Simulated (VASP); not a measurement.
# MgB2 (P6/mmm) in VASP: notebook

MgB2 is run at these levels: PBEsol; tasks: relaxation of shape and atoms at fixed volume, relaxation of cell and atoms.

Everything below comes from runs of VASP 6.6.1. Logs are shortened: lines on timing, memory, paths and dates and some standing lists are left out, and cuts for length are marked.

**1. The cell of the first run**

It takes space group P6/mmm (No. 191, hexagonal). The conventional cell has a = 3.087 Å, b = 3.087 Å, c = 3.511 Å, α = 90.00°, β = 90.00°, γ = 120.00°. Mg (site symmetry 6/mmm) has 12 B at 2.50 Å and 6 Mg at 3.09 Å within 3.3 Å. Within 2.4 Å of B (site symmetry -6m2) lie 3 B at 1.78 Å.

**2. Relaxation of shape and atoms at fixed volume, PBEsol (9.66 Å³/atom)**

The input, INCAR:

```
ALGO = Normal
EDIFF = 1E-6
EDIFFG = -0.01
ENCUT = 600
GGA = PS
IBRION = 2
ISIF = 4
ISMEAR = 0
LASPH = T
LCHARG = F
LREAL = F
LWAVE = F
NELM = 80
NSW = 60
PREC = Accurate
SIGMA = 0.05
```

The input, KPOINTS:

```
k-points
0
Gamma
  12 12 10
```

The input, POSCAR:

```
MgB2
1.0
    3.0868374454      0.0000000000      0.0000000000
   -1.5434187227      2.6732796451      0.0000000000
    0.0000000000      0.0000000000      3.5110444517
Mg B
1 2
Direct
    0.0000000000      0.0000000000      0.0000000000
    0.3333333333      0.6666666667      0.5000000000
    0.6666666667      0.3333333333      0.5000000000
```

Potentials or basis: VASP PAW PBE potentials, release 64 (Mg, B).

Started as:

```
cat potpaw_PBE.64/Mg/POTCAR potpaw_PBE.64/B/POTCAR > POTCAR
mpirun -np 1 vasp_std > vasp.out
```

OUTCAR:

```text
EDIFF = 1E-6
   EDIFFG = -0.01
   ENCUT = 600
   GGA = PS
   IBRION = 2
   ISIF = 4
   ISMEAR = 0
   LASPH = T
   LREAL = F
   NELM = 80
   NSW = 60
   PREC = Accurate

 ion  position               nearest neighbor table
   1  0.000  0.000  0.000-   2 2.50   3 2.50   2 2.50   3 2.50   3 2.50   3 2.50   2 2.50   2 2.50
                             3 2.50   3 2.50   2 2.50   2 2.50
   2  0.333  0.667  0.500-   3 1.78   3 1.78   3 1.78   1 2.50   1 2.50   1 2.50   1 2.50   1 2.50
                             1 2.50
   3  0.667  0.333  0.500-   2 1.78   2 1.78   2 1.78   1 2.50   1 2.50   1 2.50   1 2.50   1 2.50
                             1 2.50

  LATTYP: Found a hexagonal cell.
 ALAT       =     3.0868374454
 C/A-ratio  =     1.1374244721

  Lattice vectors:

 A1 = (   3.0868374454,   0.0000000000,   0.0000000000)
 A2 = (  -1.5434187227,   2.6732796451,   0.0000000000)
 A3 = (   0.0000000000,   0.0000000000,   3.5110444517)

Analysis of symmetry for initial positions (statically):
=====================================================================
 Subroutine PRICEL returns:
 Original cell was already a primitive cell.

 Routine SETGRP: Setting up the symmetry group for a
 hexagonal supercell.

 Subroutine GETGRP returns: Found 24 space group operations
 (whereof 24 operations were pure point group operations)
 out of a pool of 24 trial point group operations.

The static configuration has the point symmetry D_6h.

Analysis of symmetry for dynamics (positions and initial velocities):
=====================================================================
 Subroutine PRICEL returns:
 Original cell was already a primitive cell.

 Routine SETGRP: Setting up the symmetry group for a
 hexagonal supercell.

 Subroutine GETGRP returns: Found 24 space group operations
 (whereof 24 operations were pure point group operations)
 out of a pool of 24 trial point group operations.

The dynamic configuration has the point symmetry D_6h.

 Subroutine INISYM returns: Found 24 space group operations
 (whereof 24 operations are pure point group operations),
 and found     1 'primitive' translations

----------------------------------------------------------------------------------------

                                     Primitive cell

  volume of cell :      28.9731

  direct lattice vectors                    reciprocal lattice vectors
     3.086837445  0.000000000  0.000000000     0.323956158  0.187036175  0.000000000
    -1.543418723  2.673279645  0.000000000     0.000000000  0.374072350  0.000000000
     0.000000000  0.000000000  3.511044452     0.000000000  0.000000000  0.284815534

  length of vectors
     3.086837445  3.086837445  3.511044452     0.374072350  0.374072350  0.284815534

  position of ions in fractional coordinates (direct lattice)
     0.000000000  0.000000000  0.000000000
     0.333333333  0.666666667  0.500000000
     0.666666667  0.333333333  0.500000000

  ion indices of the primitive-cell ions
   primitive index   ion index
                 1           1
                 2           2
                 3           3

----------------------------------------------------------------------------------------

 KPOINTS: k-points

Automatic generation of k-mesh.
 Grid dimensions read from file:
 generate k-points for:   12   12   10

 Generating k-lattice:

  Cartesian coordinates                     Fractional coordinates (reciprocal lattice)
     0.026996347  0.015586348  0.000000000     0.083333333  0.000000000  0.000000000
     0.000000000  0.031172696  0.000000000     0.000000000  0.083333333  0.000000000
     0.000000000  0.000000000  0.028481553     0.000000000  0.000000000  0.100000000

  Length of vectors
     0.031172696  0.031172696  0.028481553

  Shift w.r.t. Gamma in fractional coordinates (k-lattice)
     0.000000000  0.000000000  0.000000000

 Subroutine IBZKPT returns following result:
 ===========================================

 Found    114 irreducible k-points:

 Following reciprocal coordinates:
            Coordinates               Weight
  0.000000  0.000000  0.000000      1.000000
  0.083333  0.000000  0.000000      6.000000
  0.166667  0.000000  0.000000      6.000000
  0.250000  0.000000  0.000000      6.000000
  0.333333  0.000000  0.000000      6.000000
  0.416667  0.000000  0.000000      6.000000
[... 16 lines left out ...]
  0.250000  0.000000  0.100000     12.000000
  0.333333  0.000000  0.100000     12.000000
 [... further k-points ...]
   k-points           NKPTS =    114   k-points in BZ     NKDIM =    114   number of bands    NBANDS=      8
   number of dos      NEDOS =    301   number of ions     NIONS =      3
   total plane-waves  NPLWV =  21952
   dimension x,y,z NGX =    28 NGY =   28 NGZ =   28
   dimension x,y,z NGXF=    56 NGYF=   56 NGZF=   56
   ions per type =               1   2
   NGX,Y,Z   is equivalent  to a cutoff of  15.08, 15.08, 13.26 a.u.
   NGXF,Y,Z  is equivalent  to a cutoff of  30.16, 30.16, 26.52 a.u.
 SYSTEM =  unknown system
   PREC   = accura    normal or accurate (medium, high low for compatibility)
   ISTART =      0    job   : 0-new  1-cont  2-samecut
   ICHARG =      2    charge: 1-file 2-atom 10-const
   ISPIN  =      1    spin polarized calculation?
   LNONCOLLINEAR =      F non collinear calculations
   LSORBIT =      F    spin-orbit coupling
   LASPH  =      T    aspherical Exc in radial PAW
   ENCUT  =  600.0 eV  44.10 Ry    6.64 a.u.   6.17  6.17  7.01*2*pi/ulx,y,z
   NELM   =     80;   NELMIN=  2; NELMDL= -5     # of ELM steps
   EDIFF  = 0.1E-05   stopping-criterion for ELM
   LREAL  =      F    real-space projection
   EDIFFG = -.1E-01   stopping-criterion for IOM
   NSW    =     60    number of steps for IOM
   IBRION =      2    ionic relax: 0-MD 1-quasi-New 2-CG
   NFREE  =      1    steps in history (QN), initial steepest desc. (CG)
   ISIF   =      4    stress and relaxation
   ISYM   =      2    0-nonsym 1-usesym 2-fastsym
   POTIM  = 0.5000    time-step for ionic-motion
   TEBEG  =    0.0;   TEEND  =   0.0 temperature during run
   PSTRESS=    0.0 pullay stress
   NELECT =       8.0000    total number of electrons
   NUPDOWN=      -1.0000    fix difference up-down
   EMIN   =  10.00;   EMAX   =-10.00  energy-range for DOS
   EFERMI =   0.00;   METHOD = LEGACY
   ISMEAR =     0;   SIGMA  =   0.05  broadening in eV -4-tet -1-fermi 0-gaus
   EFERMI_NEDOS =   21; number of points for ismear=-14 and -15
   IALGO  =     38    algorithm
   IMIX   =      4    mixing-type and parameters
     AMIX     =   0.40;   BMIX     =  1.00
     AMIX_MAG =   1.60;   BMIX_MAG =  1.00
  volume/ion in A,a.u.               =       9.66        65.17
  Fermi-wavevector in a.u.,A,eV,Ry     =   1.066040  2.014523 15.462210  1.136440
  Thomas-Fermi vector in A             =   2.201611
   LORBIT       =      0    0 simple, 1 ext, 2 COOP (PROOUT), +10 PAW based schemes
   GGA     = PS    functional components
   LHFCALC =     F    Hartree Fock is set to
   AEXX    =    0.0000 exact exchange contribution
   IVDW    =     0    specifies the selected vdW correction
   LEPSILON=     F    determine dielectric tensor
   LRPA    =     F    only Hartree local field effects (RPA)
 conjugate gradient relaxation of ions
 non-spin polarized calculation
 Gauss-broadening in eV      SIGMA  =   0.05
  energy-cutoff  :      600.00
  volume of cell :       28.97
 maximum number of plane-waves:       986
 NGX is ok and might be reduce to    28
   NGX = 13   NGY = 13   NGZ = 15

--------------------------------------- Ionic step        1  -------------------------------------------

 number of electron       8.0000000 magnetization

 Free energy of the ion-electron system (eV)
  ---------------------------------------------------
  ext. energy  EPLUGINS =         0.00000000
  ---------------------------------------------------
  free energy    TOTEN  =       -16.21906301 eV

  energy without entropy =      -16.21868054  energy(sigma->0) =      -16.21887178

------------------------ aborting loop because EDIFF is reached ----------------------------------------

  FORCE on cell =-STRESS in cart. coord.  units (eV):
  Direction    XX          YY          ZZ          XY          YZ          ZX
  --------------------------------------------------------------------------------------
  -------------------------------------------------------------------------------------
  Total       -0.6170428     -0.6170428     -0.4199369      0.0000000     -0.0000000      0.0000000
  in kB      -34.1217562    -34.1217562    -23.2220263      0.0000000     -0.0000000      0.0000000
  external PRESSURE =     -30.4885129 kB  Pullay stress =       0.0000000 kB

 VOLUME and BASIS-vectors are now :
 -----------------------------------------------------------------------------
  energy-cutoff  :      600.00
  volume of cell :       28.97
      direct lattice vectors                 reciprocal lattice vectors
     3.086837445  0.000000000  0.000000000     0.323956158  0.187036175  0.000000000
    -1.543418723  2.673279645  0.000000000     0.000000000  0.374072350  0.000000000
     0.000000000  0.000000000  3.511044452     0.000000000  0.000000000  0.284815534

 POSITION                                       TOTAL-FORCE (eV/Angst)
 -----------------------------------------------------------------------------------
      0.00000      0.00000      0.00000         0.000000      0.000000     -0.000000
     -0.00000      1.78219      1.75552         0.000000      0.000000      0.000000
      1.54342      0.89109      1.75552        -0.000000      0.000000     -0.000000
 -----------------------------------------------------------------------------------
    total drift:                                0.000000      0.000000     -0.000000

  FREE ENERGIE OF THE ION-ELECTRON SYSTEM (eV)
  ---------------------------------------------------
  free  energy   TOTEN  =       -16.2190630139 eV

  energy  without entropy=      -16.2186805385  energy(sigma->0) =      -16.21887178

--------------------------------------- Ionic step        2  -------------------------------------------

 number of electron       8.0000000 magnetization

 Free energy of the ion-electron system (eV)
  ---------------------------------------------------
  ext. energy  EPLUGINS =         0.00000000
  ---------------------------------------------------
  free energy    TOTEN  =       -16.21925775 eV

  energy without entropy =      -16.21889643  energy(sigma->0) =      -16.21907709

 E-fermi :   5.1484     XC(G=0): -11.0034

 val. band max:        5.1208051636   @ k =   0.2500   0.2500   0.5000
 cond. band min:       5.2430236743   @ k =   0.0833   0.0000   0.3000
 fundamental gap:      0.1222185107
 Fermi energy:         5.1484239541

 k-point     1 :       0.0000    0.0000    0.0000
  band No.  band energies     occupation
      1      -7.2038      2.00000
      2       2.2800      2.00000
      3       5.5806      0.00000
      4       5.5806      0.00000
      5       6.8630      0.00000
      6      11.4882      0.00000
      7      11.4882      0.00000
      8      13.3367      0.00000

 k-point     2 :       0.0833    0.0000    0.0000
  band No.  band energies     occupation
      1      -7.0831      2.00000
      2       2.3978      2.00000
      3       4.9677      2.00000
      4       5.2943      0.00004
      5       6.9698      0.00000
      6      11.4015      0.00000
      7      12.0183      0.00000
      8      13.6016      0.00000
[... 221 lines left out ...]
 k-point    23 :       0.2500    0.0000    0.1000
  band No.  band energies     occupation
      1      -6.0446      2.00000
      2       1.8771      2.00000
      3       2.6830      2.00000
      4       4.0378      2.00000
      5       8.6080      0.00000
      6      10.5929      0.00000
      7      11.5247      0.00000
      8      15.0361      0.00000

 k-point    24 :       0.3333    0.0000    0.1000
  band No.  band energies     occupation
      1      -5.2243      2.00000
      2       0.1767      2.00000
      3       3.4666      2.00000
      4       3.5095      2.00000
      5       8.9463      0.00000
      6       9.8744      0.00000
      7      10.5659      0.00000
      8      14.5160      0.00000

 [... further k-points ...]

------------------------ aborting loop because EDIFF is reached ----------------------------------------

  FORCE on cell =-STRESS in cart. coord.  units (eV):
  Direction    XX          YY          ZZ          XY          YZ          ZX
  --------------------------------------------------------------------------------------
  -------------------------------------------------------------------------------------
  Total       -0.5207131     -0.5207131     -0.5307134     -0.0000000     -0.0000000      0.0000000
  in kB      -28.7948344    -28.7948344    -29.3478393     -0.0000000     -0.0000000      0.0000000
  external PRESSURE =     -28.9791694 kB  Pullay stress =       0.0000000 kB

 VOLUME and BASIS-vectors are now :
 -----------------------------------------------------------------------------
  energy-cutoff  :      600.00
  volume of cell :       28.97
      direct lattice vectors                 reciprocal lattice vectors
     3.083579500  0.000000000  0.000000000     0.324298433  0.187233788  0.000000000
    -1.541789750  2.670458182  0.000000000    -0.000000000  0.374467575  0.000000000
    -0.000000000 -0.000000000  3.518467535     0.000000000 -0.000000000  0.284214645

 POSITION                                       TOTAL-FORCE (eV/Angst)
 -----------------------------------------------------------------------------------
     -0.00000     -0.00000      3.51847         0.000000     -0.000000     -0.000000
     -0.00000      1.78031      1.75923         0.000000     -0.000000      0.000000
      1.54179      0.89015      1.75923        -0.000000      0.000000     -0.000000
 -----------------------------------------------------------------------------------
    total drift:                                0.000000      0.000000     -0.000000

  FREE ENERGIE OF THE ION-ELECTRON SYSTEM (eV)
  ---------------------------------------------------
  free  energy   TOTEN  =       -16.2192577494 eV

  energy  without entropy=      -16.2188964263  energy(sigma->0) =      -16.21907709

 reached required accuracy - stopping structural energy minimisation
```

Wall time 75 s (1 thread of Intel Xeon 8259CL, shared host); peak memory 0.18 GiB.

What came out:

| Property | Result |
| --- | --- |
| Free energy | -16.2193 eV |
| Energy gained by relaxing | 0.1 meV/atom |
| Ionic steps | 2 |
| Pressure after relaxing | -2.9 GPa |
| Band gap on the k mesh | zero (bands 4 and 5 overlap by 3.83 eV) |

The path:
```tsv
step	energy change (eV)	largest force (eV/Å)	pressure (GPa)	volume (Å³)
1	0.0000	0.0000	-3.05	28.97
2	-0.0002	0.0000	-2.90	28.97
```

Final structure:
```cif
data_structure
_symmetry_space_group_name_H-M 'P 1'
_symmetry_Int_Tables_number 1
_cell_length_a 3.0836
_cell_length_b 3.0836
_cell_length_c 3.5185
_cell_angle_alpha 90.000
_cell_angle_beta 90.000
_cell_angle_gamma 120.000
_cell_volume 28.97
loop_
_atom_site_label
_atom_site_type_symbol
_atom_site_fract_x
_atom_site_fract_y
_atom_site_fract_z
_atom_site_occupancy
Mg1 Mg 0.00000 0.00000 0.00000 1
B1 B 0.33333 0.66667 0.50000 1
B2 B 0.66667 0.33333 0.50000 1
```

Levels at points of the mesh, in eV from the Fermi level:
```
           k point  band 1  band 2  band 3  band 4  band 5  band 6  band 7  band 8
(0.00, 0.00, 0.00)  -12.35   -2.87    0.43    0.43    1.71    6.34    6.34    8.19
(0.50, 0.00, 0.00)   -8.45   -7.78   -2.11    0.29    3.15    3.90    5.39    7.18
(0.00, 0.00, 0.50)  -11.07   -7.38    0.81    0.81    6.67    6.67    8.01    9.98
(0.50, 0.00, 0.50)   -7.46   -6.87   -3.51   -1.82   -1.25    5.75    8.81    8.95
```

Caveat: the PAW data sets were made with another functional, which shifts forces and pressure a little.

**3. Relaxation of cell and atoms, PBEsol**

This run uses another cell than the first one, of 9.78 Å³/atom.

The input, INCAR:

```
PREC = Accurate ; ENCUT = 600
EDIFF = 1E-6 ; ISMEAR = 0
SIGMA = 0.05 ; LREAL = F
LASPH = T ; NELM = 100
ALGO = Normal ; ISIF = 3
LWAVE = F ; LCHARG = F
GGA = PS ; IBRION = 2
NSW = 80 ; EDIFFG = -0.01
```

The input, KPOINTS:

```
Automatic mesh
0
Gamma
  12 12 10
```

The input, POSCAR:

```
MgB2
1.0
    3.0952499526      0.0000000000      0.0000000000
   -1.5476249763      2.6805650900      0.0000000000
    0.0000000000      0.0000000000      3.5347044049
Mg B
1 2
Direct
    0.0000000000      0.0000000000      0.0000000000
    0.3333333333      0.6666666667      0.5000000000
    0.6666666667      0.3333333333      0.5000000000
```

Potentials or basis: VASP PAW PBE potentials, release 64 (Mg, B).

Started as:

```
cat potpaw_PBE.64/Mg/POTCAR potpaw_PBE.64/B/POTCAR > POTCAR
mpirun -np 1 vasp_std > vasp.out
```

Run time: 2 min. Hardware: 1 thread of Intel Xeon 8259CL, shared host; peak memory 0.19 GiB.

It converged, with:

* Free energy: -16.2248 eV
* Relaxed volume: 9.46 Å³/atom
* Relaxed cell: a = 3.067 Å, b = 3.067 Å, c = 3.486 Å, α = 90.00°, β = 90.00°, γ = 120.00°
* Space group after relaxing (to 0.1 Å): P6/mmm (No. 191)
* Energy gained by relaxing: 4.6 meV/atom
* Ionic steps: 4
* Pressure after relaxing: 0.0 GPa
* Band gap on the k mesh: zero (bands 4 and 5 overlap by 3.91 eV)

Stress tensor (GPa, compression positive):
```
 0.04  0.00  0.00
 0.00  0.04  0.00
 0.00  0.00 -0.04
```

The path:
```csv
step,energy change (eV),largest force (eV/Å),pressure (GPa),volume (Å³)
1,0.0000,0.0000,-4.62,29.33
2,-0.0114,0.0000,1.68,28.15
3,-0.0130,0.0000,-0.04,28.45
4,-0.0137,0.0000,0.01,28.39
```

Final structure:
```
CELL_PARAMETERS angstrom
3.06663 0.00000 0.00000
-1.53331 2.65578 0.00000
0.00000 0.00000 3.48621
ATOMIC_POSITIONS crystal
Mg 0.00000 0.00000 0.00000
B 0.33333 0.66667 0.50000
B 0.66667 0.33333 0.50000
```

Levels at points of the mesh, in eV from the Fermi level:
```csv
k point,band 1,band 2,band 3,band 4,band 5,band 6,band 7,band 8
"(0.00, 0.00, 0.00)",-12.46,-2.86,0.44,0.44,1.84,6.40,6.40,8.36
"(0.50, 0.00, 0.00)",-8.51,-7.86,-2.14,0.31,3.22,3.93,5.55,7.41
"(0.00, 0.00, 0.50)",-11.14,-7.46,0.83,0.83,6.72,6.72,8.10,10.25
"(0.50, 0.00, 0.50)",-7.49,-6.92,-3.56,-1.84,-1.26,5.87,8.99,9.06
```

Caveat: the PAW data sets were made with another functional, which shifts forces and pressure a little.

[end of part 1 of 2]
